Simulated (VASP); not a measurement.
# C in VASP: notebook, part 2 of 2

VASP 6.6.1. Earlier steps stand in the parts before.

### Step 3. Single point, r2SCAN (in-plane strain +0.005, then relaxed in part)

The input, POSCAR:

```
C
1.0
    1.7890415006      1.7890415006      0.0000000000
   -1.7890415006      1.7890415006      0.0000000000
    0.0000000000      1.7890415006      1.7782319693
C
2
Direct
    0.5000000000      0.5000000000      0.0000000000
    0.7500000000      0.2500000000      0.5000000000
```

The input, INCAR.step1:

```
SYSTEM = C
ALGO = Normal ; EDIFF = 1E-5
ENCUT = 1430 ; GGA = PE
GGA_COMPAT = .False. ; ISMEAR = 0
LASPH = .True. ; LCHARG = .False.
LREAL = .False. ; LWAVE = .True.
NBANDS = 11 ; NELM = 120
PREC = Accurate ; SIGMA = 0.01
```

The input, INCAR.step2:

```
SYSTEM = C
ALGO = Normal ; EDIFF = 1E-6
ENCUT = 1430 ; GGA_COMPAT = .False.
ISIF = 2 ; ISMEAR = 0
ISTART = 1 ; LASPH = .True.
LCHARG = .False. ; LMIXTAU = .True.
LREAL = .False. ; LWAVE = .False.
METAGGA = R2SCAN ; NBANDS = 11
NELM = 120 ; PREC = Accurate
SIGMA = 0.01
```

The input, KPOINTS:

```
k-points
0
Gamma
  12 12 12
  0 0 0
```

Potentials or basis: VASP PAW PBE potentials, release 64 (C_h).

Launch:

```console
$ cat potpaw_PBE.64/C_h/POTCAR > POTCAR
$ cp INCAR.step1 INCAR
$ mpirun -np 1 vasp_std > vasp.out
$ cp INCAR.step2 INCAR
$ mpirun -np 1 vasp_std > vasp.out
```

OUTCAR:

```text
SYSTEM = C
   EDIFF = 1E-6
   ENCUT = 1430
   ISIF = 2
   ISMEAR = 0
   ISTART = 1
   LASPH = .True.
   LREAL = .False.
   METAGGA = R2SCAN
   NELM = 120
   PREC = Accurate

 ion  position               nearest neighbor table
   1  0.500  0.500  0.000-
   2  0.750  0.250  0.500-

  LATTYP: Found a body centered tetragonal cell.
 ALAT       =     2.5300867538
 C/A-ratio  =     1.4056687713

  Lattice vectors:

 A1 = (   1.7890415006,   0.0000000000,  -1.7782319693)
 A2 = (  -1.7890415006,   0.0000000000,  -1.7782319693)
[... 514 lines left out ...]
      6      22.3549      0.00000
      7      22.5500      0.00000
      8      24.2710      0.00000
      9      33.1046      0.00000
     10      34.4370      0.00000
     11      39.4363      0.00000

 [... further k-points ...]
[... 5 lines left out ...]
  --------------------------------------------------------------------------------------
  -------------------------------------------------------------------------------------
  Total       -0.4646538     -0.4646538     -0.0435920      0.0000000      0.0000000     -0.0000000
  in kB      -65.4004717    -65.4004717     -6.1356141      0.0000000      0.0000000     -0.0000000
  external PRESSURE =     -45.6455191 kB  Pullay stress =       0.0000000 kB

 VOLUME and BASIS-vectors are now :
 -----------------------------------------------------------------------------
  energy-cutoff  :     1430.00
  volume of cell :       11.38
      direct lattice vectors                 reciprocal lattice vectors
     1.789041501  1.789041501  0.000000000     0.279479263  0.279479263 -0.281178164
    -1.789041501  1.789041501  0.000000000    -0.279479263  0.279479263 -0.281178164
     0.000000000  1.789041501  1.778231969     0.000000000  0.000000000  0.562356328

 POSITION                                       TOTAL-FORCE (eV/Angst)
 -----------------------------------------------------------------------------------
      0.00000      1.78904      0.00000         0.000000      0.000000      0.000000
      0.89452      2.68356      0.88912        -0.000000     -0.000000      0.000000
 -----------------------------------------------------------------------------------
    total drift:                                0.000000     -0.000000      0.000000

  FREE ENERGIE OF THE ION-ELECTRON SYSTEM (eV)
  ---------------------------------------------------
  free  energy   TOTEN  =       -19.7202755219 eV

  energy  without entropy=      -19.7202755219  energy(sigma->0) =      -19.72027552
```

OSZICAR.step1:

```text
N       E                     dE             d eps       ncg     rms          rms(c)
DAV:   1     0.243167223785E+02    0.24317E+02   -0.84961E+03  3586   0.157E+03
DAV:   2    -0.173000865432E+02   -0.41617E+02   -0.39151E+02  4979   0.212E+02
DAV:   3    -0.188221014365E+02   -0.15220E+01   -0.15167E+01  4335   0.331E+01
DAV:   4    -0.188269223973E+02   -0.48210E-02   -0.48206E-02  3868   0.209E+00
DAV:   5    -0.188269285171E+02   -0.61198E-05   -0.61198E-05  4223   0.797E-02    0.477E+00
DAV:   6    -0.183684468352E+02    0.45848E+00   -0.23541E-01  3721   0.348E+00    0.263E+00
DAV:   7    -0.182127765791E+02    0.15567E+00   -0.29264E-01  3914   0.387E+00    0.355E-01
DAV:   8    -0.182146622221E+02   -0.18856E-02   -0.85556E-03  3763   0.867E-01    0.409E-02
DAV:   9    -0.182147098990E+02   -0.47677E-04   -0.58212E-05  4381   0.686E-02    0.188E-02
DAV:  10    -0.182147278825E+02   -0.17983E-04   -0.15065E-05  3865   0.353E-02    0.249E-03
DAV:  11    -0.182147277311E+02    0.15135E-06   -0.25319E-07  1895   0.529E-03
   1 F= -.18214728E+02 E0= -.18214728E+02  d E =-.368904E-27
```

Wall time 1.9 min (1 thread of Intel Xeon Platinum 8488C (Sapphire Rapids), shared host); peak memory 0.22 GiB.

What came out:

```yaml
Free_energy: -19.7203 eV
Pressure: -4.6 GPa
Band_gap_on_the_k_mesh: 4.20 eV (least direct gap 5.75 eV)
```

Levels at points of the mesh, in eV from the valence-band top:
| k point | band 2 | band 3 | band 4 | band 5 | band 6 | band 7 |
| --- | --- | --- | --- | --- | --- | --- |
| (0.00, 0.00, 0.00) | -0.10 | -0.10 | 0.00 | 5.75 | 5.83 | 5.83 |
| (0.50, 0.00, 0.00) | -14.05 | -3.08 | -2.96 | 8.80 | 8.81 | 9.10 |
| (0.50, 0.50, 0.00) | -13.64 | -6.65 | -6.65 | 5.00 | 5.00 | 17.78 |
| (0.00, 0.00, 0.50) | -13.54 | -6.74 | -6.74 | 4.85 | 4.85 | 17.82 |

Caveat: the cell differs from its parent crystal (in-plane strain +0.005, then relaxed in part); the stress differs along the axes, from -7 to -1 GPa; the PAW data sets were made with another functional, which shifts forces and pressure a little. A k mesh can miss the band edges.

### Step 4. Single point, r2SCAN

This run uses another cell than the first one, of 5.64 Å³/atom.

The input, POSCAR:

```
C
1.0
    1.7801407966      1.7801407966      0.0000000000
   -1.7801407966      1.7801407966      0.0000000000
    0.0000000000      1.7801407966      1.7801407966
C
2
Direct
    0.5000000000      0.5000000000      0.0000000000
    0.7500000000      0.2500000000      0.5000000000
```

The input, INCAR.step1:

```
SYSTEM = C
PREC = Accurate ; ENCUT = 1430
ISMEAR = -1 ; SIGMA = 0.1
LREAL = .FALSE. ; LASPH = .TRUE.
NELM = 120 ; NBANDS = 11
GGA = PE ; ALGO = Normal
EDIFF = 1E-5 ; LWAVE = .TRUE.
LCHARG = .FALSE. ; GGA_COMPAT = .FALSE.
```

The input, INCAR.step2:

```
SYSTEM = C
PREC = Accurate ; ENCUT = 1430
EDIFF = 1E-6 ; ISMEAR = -1
SIGMA = 0.1 ; LREAL = .FALSE.
LASPH = .TRUE. ; NELM = 120
ALGO = Normal ; ISIF = 2
LWAVE = .FALSE. ; LCHARG = .FALSE.
METAGGA = R2SCAN ; LMIXTAU = .TRUE.
NBANDS = 11 ; ISTART = 1
GGA_COMPAT = .FALSE.
```

The input, KPOINTS:

```
regular mesh
0
G
  16 16 16
  0 0 0
```

Launch:

```console
$ cat potpaw_PBE.64/C_h/POTCAR > POTCAR
$ cp INCAR.step1 INCAR
$ mpirun -np 1 vasp_std > vasp.out
$ cp INCAR.step2 INCAR
$ mpirun -np 1 vasp_std > vasp.out
```

Wall time 80 s (1 thread of Intel Xeon 6975P-C (Granite Rapids), shared host); peak memory 0.21 GiB.

The run converged. Its results:

```yaml
Free_energy: -19.7226 eV
Pressure: -0.6 GPa
Band_gap_on_the_k_mesh: 4.37 eV (least direct gap 5.89 eV)
```

Levels at points of the mesh, in eV from the valence-band top:
```tsv
k point	band 1	band 2	band 3	band 4	band 5	band 6	band 7	band 8
(0.00, 0.00, 0.00)	-22.74	0.00	0.00	0.00	5.89	5.89	5.89	13.98
(0.50, 0.00, 0.00)	-16.77	-14.08	-2.98	-2.98	8.94	8.94	9.23	16.78
(0.50, 0.50, 0.00)	-13.60	-13.60	-6.67	-6.67	5.04	5.04	18.00	18.00
```

Caveat: the PAW data sets were made with another functional, which shifts forces and pressure a little. A k mesh can miss the band edges.

### Step 5. The runs side by side

```tsv
cell	k mesh	smearing	gap on the mesh (eV)	pressure (GPa)
a = 2.505, b = 2.505, c = 2.513 Å, angles 60.1, 60.1, 90.0°, 2 atoms	12 × 12 × 12	gaussian 0.01 eV	4.33	3.5
a = 2.530, b = 2.530, c = 2.522 Å, angles 59.9, 59.9, 90.0°, 2 atoms	12 × 12 × 12	gaussian 0.01 eV	4.20	-4.6
a = 2.517 Å, angles 60.0, 60.0, 90.0°, 2 atoms	16 × 16 × 16	fermi-dirac 0.1 eV	4.37	-0.6
```

Alike in all rows: task single point; level r2SCAN; potentials or basis VASP PAW PBE potentials, release 64 (C_h); no spin polarisation; cutoff (eV) 1430.

Caveats: the PAW data sets were made with another functional, which shifts forces and pressure a little; the stress differs along the axes, from -1 to 6 GPa (at least some runs); the stress differs along the axes, from -7 to -1 GPa (at least some runs).

Absolute energies hang on the potentials; compare differences alone.
